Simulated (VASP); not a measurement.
# Sn24HO48 (a cell with a defect) in VASP: single point with PBEsol

Aim: the single point of Sn24HO48 (a cell with a defect) with PBEsol.

All numbers are computed with VASP 6.6.1; they aren't measurements. Logs are shortened: lines on timing, memory, paths and dates and some standing lists are left out, and cuts for length are marked.

## 1. The cell of the first run

The cell holds a defect, 73 atoms: a = 9.538 Å, b = 9.538 Å, c = 9.636 Å, α = 90.00°, β = 90.00°, γ = 90.00°.

## 2. Single point, PBEsol

Input file INCAR:

```
PREC = Accurate
ENCUT = 520
EDIFF = 1E-6
ISMEAR = -1
SIGMA = 0.05
LREAL = Auto
LASPH = T
NELM = 120
ALGO = Normal
ISIF = 2
LWAVE = F
LCHARG = F
GGA = PS
NELECT = 624.0
ISYM = 0
NBANDS = 354
GGA_COMPAT = F
NCORE = 4
```

Input file KPOINTS:

```
Automatic mesh
0
Gamma
  1 1 1
  0.25 0.25 0.25
```

Input file POSCAR:

```
Sn24HO48
1.0
    9.5380920000      0.0000000000      0.0000000000
    0.0000000000      9.5380920000      0.0000000000
    0.0000000000      0.0000000000      9.6363030000
Sn O H
24 48 1
Direct
    0.9995670000      0.0025720000      0.0001950000
    0.0040110000      0.9964920000      0.3318920000
    0.0040350000      0.9965040000      0.6685020000
    0.0029380000      0.5007160000      0.0001980000
    0.0023890000      0.5031970000      0.3330470000
    0.0023990000      0.5031980000      0.6673550000
    0.5030000000      0.0012360000      0.0002030000
    0.5034480000      0.0017270000      0.3331890000
    0.5034580000      0.0017430000      0.6672190000
    0.5029630000      0.4990720000      0.0001900000
    0.4953500000      0.5060930000      0.3278900000
    0.4954230000      0.5061190000      0.6724870000
    0.2519710000      0.2505040000      0.1665770000
    0.2445010000      0.2498580000      0.5001970000
    0.2520040000      0.2505420000      0.8337920000
    0.2514570000      0.7531240000      0.1658940000
    0.2530920000      0.7513590000      0.5001930000
    0.2514550000      0.7531190000      0.8344910000
    0.7521850000      0.2513650000      0.1672140000
    0.7669640000      0.2433300000      0.5002070000
    0.7522040000      0.2513920000      0.8331920000
    0.7516220000      0.7498070000      0.1665710000
    0.7516920000      0.7509880000      0.5002070000
    0.7516400000      0.7498440000      0.8338390000
    0.1561290000      0.1526520000      0.0001690000
    0.1571570000      0.1503420000      0.3328020000
    0.1571900000      0.1503300000      0.6675900000
    0.1557650000      0.6538650000      0.0001900000
    0.1593640000      0.6523790000      0.3334180000
    0.1593540000      0.6524010000      0.6669690000
    0.6565600000      0.1538460000      0.0002010000
    0.6601740000      0.1522970000      0.3356370000
    0.6601360000      0.1523650000      0.6647660000
    0.6561290000      0.6514630000      0.0002020000
    0.6566930000      0.6476870000      0.3355130000
    0.6566610000      0.6478080000      0.6649220000
    0.3477620000      0.3489160000      0.0002040000
    0.3461890000      0.3501120000      0.3350340000
    0.3461970000      0.3501540000      0.6653140000
    0.3475150000      0.8512310000      0.0001890000
    0.3483420000      0.8503790000      0.3341350000
    0.3483360000      0.8504130000      0.6662530000
    0.8469380000      0.3496520000      0.0002210000
    0.8461570000      0.3517230000      0.3349640000
    0.8461970000      0.3517010000      0.6654310000
    0.8469070000      0.8488690000      0.0002170000
    0.8467190000      0.8475840000      0.3333940000
    0.8467390000      0.8476040000      0.6670050000
    0.0974980000      0.4025050000      0.1676010000
    0.0943870000      0.4025050000      0.5001960000
    0.0975290000      0.4025400000      0.8327940000
    0.0970920000      0.9025580000      0.1651290000
    0.0987410000      0.9007950000      0.5001950000
    0.0971000000      0.9025630000      0.8352660000
    0.5959140000      0.4025530000      0.1687150000
    0.5816840000      0.3787890000      0.5001820000
    0.5958920000      0.4025310000      0.8316670000
    0.5979820000      0.9021480000      0.1672940000
    0.5965400000      0.9025490000      0.5002020000
    0.5980110000      0.9022060000      0.8331160000
    0.4082930000      0.1004100000      0.1674640000
    0.4165230000      0.1135340000      0.5002160000
    0.4083280000      0.1004440000      0.8329550000
    0.4050420000      0.6013990000      0.1630620000
    0.4095290000      0.5983260000      0.5001970000
    0.4050450000      0.6014040000      0.8373100000
    0.9064660000      0.0991950000      0.1684950000
    0.9139250000      0.0943630000      0.5002020000
    0.9064480000      0.0991870000      0.8318920000
    0.9061780000      0.5987710000      0.1667010000
    0.9070030000      0.6003230000      0.5002010000
    0.9061660000      0.5987800000      0.8336980000
    0.5166240000      0.2956670000      0.5001400000
```

Potentials or basis: VASP PAW PBE potentials, release 64 (Sn_d, O, H).

The run is started by

```
$ cat potpaw_PBE.64/Sn_d/POTCAR potpaw_PBE.64/O/POTCAR potpaw_PBE.64/H/POTCAR > POTCAR
$ mpirun -np 4 vasp_std > vasp.out
```

OUTCAR:

```text
PREC = Accurate
   ENCUT = 520
   EDIFF = 1E-6
   ISMEAR = -1
   LREAL = Auto
   LASPH = T
   NELM = 120
   ISIF = 2
   GGA = PS
   NELECT = 624.0
   ISYM = 0

 ion  position               nearest neighbor table
   1  1.000  0.003  0.000-  67 2.07  69 2.07  46 2.07  25 2.07  54 2.07  52 2.07   3 3.20   2 3.20
                            21 3.71  19 3.71  13 3.74  15 3.74  24 3.74  22 3.74  16 3.74  18 3.74
   2  0.004  0.996  0.332-  52 2.04  68 2.06  47 2.07  53 2.07  26 2.07  67 2.07   1 3.20   3 3.24
                            20 3.64  16 3.68  14 3.71  17 3.71  22 3.72  23 3.73  13 3.74
   3  0.004  0.997  0.669-  54 2.04  68 2.06  48 2.07  53 2.07  27 2.07  69 2.07   1 3.20   2 3.24
                            20 3.64  18 3.68  14 3.71  17 3.71  24 3.72  23 3.73  15 3.74
   4  0.003  0.501  0.000-  28 2.06  43 2.07  51 2.07  49 2.07  70 2.07  72 2.07   6 3.21   5 3.21
                            13 3.73  15 3.73  22 3.74  24 3.74  16 3.74  18 3.74  21 3.74  19 3.74
   5  0.002  0.503  0.333-  70 2.06  29 2.07  71 2.07  50 2.07  49 2.07  44 2.08   4 3.21   6 3.22
                            14 3.71  20 3.71  22 3.72  23 3.73  17 3.73  16 3.73  19 3.74  13 3.75
   6  0.002  0.503  0.667-  72 2.06  30 2.07  71 2.07  51 2.07  50 2.07  45 2.08   4 3.21   5 3.22
                            14 3.71  20 3.71  24 3.72  23 3.73  17 3.73  18 3.73  21 3.74  15 3.75
   7  0.503  0.001  0.000-  40 2.06  31 2.06  60 2.08  58 2.08  63 2.08  61 2.08   9 3.21   8 3.21
                            16 3.73  18 3.73  19 3.73  21 3.73  24 3.73  22 3.73  13 3.74  15 3.74
   8  0.503  0.002  0.333-  61 2.06  58 2.07  41 2.07  59 2.07  32 2.07  62 2.10   7 3.21   9 3.22
                            19 3.72  23 3.73  22 3.74  13 3.74  17 3.74  16 3.74
   9  0.503  0.002  0.667-  63 2.06  60 2.07  42 2.07  59 2.07  33 2.07  62 2.10   7 3.21   8 3.22
[... 60 lines left out ...]
  54  0.097  0.903  0.835-   3 2.04  18 2.05   1 2.07
  55  0.596  0.403  0.169-  11 2.06  10 2.07  19 2.07
  56  0.582  0.379  0.500-  73 1.01  20 2.19  12 2.22  11 2.22
  57  0.596  0.403  0.832-  12 2.06  10 2.07  21 2.07
  58  0.598  0.902  0.167-  22 2.06   8 2.07   7 2.08
  59  0.597  0.903  0.500-   8 2.07   9 2.07  23 2.07
  60  0.598  0.902  0.833-  24 2.06   9 2.07   7 2.08
  61  0.408  0.100  0.167-   8 2.06  13 2.07   7 2.08
  62  0.417  0.114  0.500-  14 2.09   9 2.10   8 2.10
[... 8 lines left out ...]
  71  0.907  0.600  0.500-  23 2.06   5 2.07   6 2.07
  72  0.906  0.599  0.834-   6 2.06  24 2.06   4 2.07
  73  0.517  0.296  0.500-  56 1.01

IMPORTANT INFORMATION: All symmetrisations will be switched off!
NOSYMM: (Re-)initialisation of all symmetry stuff for point group C_1.

----------------------------------------------------------------------------------------

                                     Primitive cell

  volume of cell :     876.6646

  direct lattice vectors                    reciprocal lattice vectors
     9.538092000  0.000000000  0.000000000     0.104842771  0.000000000  0.000000000
[... 220 lines left out ...]
   EMIN   =  10.00;   EMAX   =-10.00  energy-range for DOS
   EFERMI =   0.00;   METHOD = LEGACY
   ISMEAR =    -1;   SIGMA  =   0.05  broadening in eV -4-tet -1-fermi 0-gaus
   EFERMI_NEDOS =   21; number of points for ismear=-14 and -15
   IALGO  =     38    algorithm
   IMIX   =      4    mixing-type and parameters
     AMIX     =   0.40;   BMIX     =  1.00
     AMIX_MAG =   1.60;   BMIX_MAG =  1.00
  volume/ion in A,a.u.               =      12.01        81.04
  Fermi-wavevector in a.u.,A,eV,Ry     =   1.461701  2.762214 29.069797  2.136570
  Thomas-Fermi vector in A             =   2.578001
   LORBIT       =      0    0 simple, 1 ext, 2 COOP (PROOUT), +10 PAW based schemes
   GGA     = PS    functional components
   LHFCALC =     F    Hartree Fock is set to
   AEXX    =    0.0000 exact exchange contribution
   IVDW    =     0    specifies the selected vdW correction
   LEPSILON=     F    determine dielectric tensor
   LRPA    =     F    only Hartree local field effects (RPA)
 non-spin polarized calculation
  energy-cutoff  :      520.00
  volume of cell :      876.66
 maximum number of plane-waves:     23594
 NGX is ok and might be reduce to    70
   NGX = 35   NGY = 35   NGZ = 35

 number of electron     623.9999996 magnetization

 Free energy of the ion-electron system (eV)
  ---------------------------------------------------
  ext. energy  EPLUGINS =         0.00000000
  ---------------------------------------------------
  free energy    TOTEN  =      -486.99116376 eV

  energy without entropy =     -486.99116376  energy(sigma->0) =     -486.99116376

 E-fermi :   6.7235     XC(G=0): -11.4249

 val. band max:        5.6194469796   @ k =   0.2500  -0.2500   0.2500
 cond. band min:       7.8181472394   @ k =  -0.2500   0.2500   0.2500
 fundamental gap:      2.1987002598
 Fermi energy:         6.7234739546

 k-point     1 :       0.2500    0.2500    0.2500
  band No.  band energies     occupation
      1     -15.3312      2.00000
      2     -15.1735      2.00000
      3     -15.0596      2.00000
      4     -15.0438      2.00000
      5     -15.0417      2.00000
      6     -15.0280      2.00000
[... 1297 lines left out ...]
    323      10.7171      0.00000
    324      10.7771      0.00000
 [bands above 324 left out]

------------------------ aborting loop because EDIFF is reached ----------------------------------------

  FORCE on cell =-STRESS in cart. coord.  units (eV):
  Direction    XX          YY          ZZ          XY          YZ          ZX
  --------------------------------------------------------------------------------------
  -------------------------------------------------------------------------------------
  Total       -4.8940450     -9.3863778     -4.7300790     -4.4173166     -0.0064841      0.0000007
  in kB       -8.9442736    -17.1543849     -8.6446122     -8.0730129     -0.0118503      0.0000012
  external PRESSURE =     -11.5810903 kB  Pullay stress =       0.0000000 kB

 VOLUME and BASIS-vectors are now :
 -----------------------------------------------------------------------------
  energy-cutoff  :      520.00
  volume of cell :      876.66
      direct lattice vectors                 reciprocal lattice vectors
     9.538092000  0.000000000  0.000000000     0.104842771  0.000000000  0.000000000
     0.000000000  9.538092000  0.000000000     0.000000000  0.104842771  0.000000000
     0.000000000  0.000000000  9.636303000     0.000000000  0.000000000  0.103774238

 POSITION                                       TOTAL-FORCE (eV/Angst)
 -----------------------------------------------------------------------------------
      9.53396      0.02453      0.00188        -0.007203      0.012087     -0.001350
      0.03826      9.50463      3.19821         0.000960     -0.004515      0.007108
      0.03849      9.50475      6.44189         0.001579     -0.005119     -0.017476
      0.02802      4.77588      0.00191        -0.000606     -0.004403      0.005561
      0.02279      4.79954      3.20934        -0.007939     -0.001143     -0.001412
      0.02288      4.79955      6.43083        -0.007336      0.000666      0.001142
[... 65 lines left out ...]
      8.64309      5.71122      8.03377        -0.016831      0.013999      0.003328
      4.92761      2.82010      4.81950        -0.076173     -0.101899      0.002082
 -----------------------------------------------------------------------------------
    total drift:                                0.112626     -0.020289     -0.013768

  FREE ENERGIE OF THE ION-ELECTRON SYSTEM (eV)
  ---------------------------------------------------
  free  energy   TOTEN  =      -486.9911637580 eV

  energy  without entropy=     -486.9911637567  energy(sigma->0) =     -486.99116376
```

Run time: 17 min. Hardware: 4 MPI ranks of Oxide Virtual Turin-like, shared host; peak memory 0.4 GiB.

Results:

| Item | Value |
| --- | --- |
| Free energy | -486.9912 eV |
| Largest force | 0.127 eV/Å |

Forces in eV/Å, atoms in the order of the input:
```
Sn  -0.007  0.012 -0.001
Sn   0.001 -0.005  0.007
Sn   0.002 -0.005 -0.017
Sn  -0.001 -0.004  0.006
Sn  -0.008 -0.001 -0.001
Sn  -0.007  0.001  0.001
Sn   0.006  0.001  0.005
Sn   0.005  0.005 -0.001
Sn   0.006  0.005  0.002
Sn   0.009 -0.004 -0.001
Sn   0.020 -0.016  0.021
Sn   0.014 -0.021 -0.021
Sn   0.007 -0.003 -0.008
Sn  -0.017 -0.010 -0.003
Sn   0.008 -0.005  0.007
Sn   0.010  0.006 -0.003
Sn   0.015  0.003  0.001
Sn   0.010  0.007  0.005
Sn   0.008  0.013  0.004
Sn   0.003  0.005 -0.001
Sn   0.011  0.015 -0.005
Sn  -0.010  0.003  0.000
Sn   0.001  0.003 -0.003
Sn  -0.006  0.001  0.008
O   -0.015 -0.011  0.002
O   -0.005 -0.013 -0.004
O   -0.006 -0.011  0.008
O   -0.013 -0.008  0.002
O   -0.002 -0.009  0.004
O   -0.002 -0.009 -0.003
O   -0.011 -0.008  0.000
O   -0.014 -0.008  0.008
O   -0.011 -0.008 -0.006
O   -0.011 -0.009 -0.001
O   -0.002 -0.001  0.002
O   -0.003 -0.007 -0.004
O    0.003  0.006 -0.002
O    0.006  0.001  0.019
O    0.006  0.001 -0.015
O    0.007  0.013  0.000
O    0.007  0.002  0.001
O    0.005  0.001 -0.002
O    0.008  0.007 -0.004
O    0.008  0.017 -0.003
O    0.007  0.020  0.006
O    0.007  0.008 -0.001
O    0.006  0.008 -0.001
O    0.006  0.007 -0.002
O    0.013 -0.012 -0.002
O    0.017 -0.012  0.000
O    0.011 -0.012 -0.001
O    0.015 -0.017  0.004
O    0.009 -0.012 -0.001
O    0.014 -0.016 -0.007
O    0.014 -0.021  0.001
O    0.047  0.088  0.000
O    0.018 -0.020  0.002
O    0.009 -0.015 -0.003
O    0.011 -0.018 -0.001
O    0.010 -0.019  0.001
O   -0.017  0.015 -0.002
O   -0.005  0.026 -0.003
O   -0.020  0.016  0.001
O   -0.028  0.025 -0.014
O   -0.016  0.019  0.000
O   -0.026  0.024  0.016
O   -0.014  0.016  0.005
O    0.011 -0.008 -0.002
O   -0.013  0.016 -0.004
O   -0.018  0.015 -0.003
O   -0.012  0.012  0.001
O   -0.017  0.014  0.003
H   -0.076 -0.102  0.002
```

Caveat: the cell carries a net charge on a neutralising background, which shifts energy and pressure; the cell is charged against a uniform background, so pressure and absolute levels hang on convention; the PAW data sets were made with another functional, which shifts forces and pressure a little; spin-orbit coupling is left out, which moves the levels of the heavy elements.
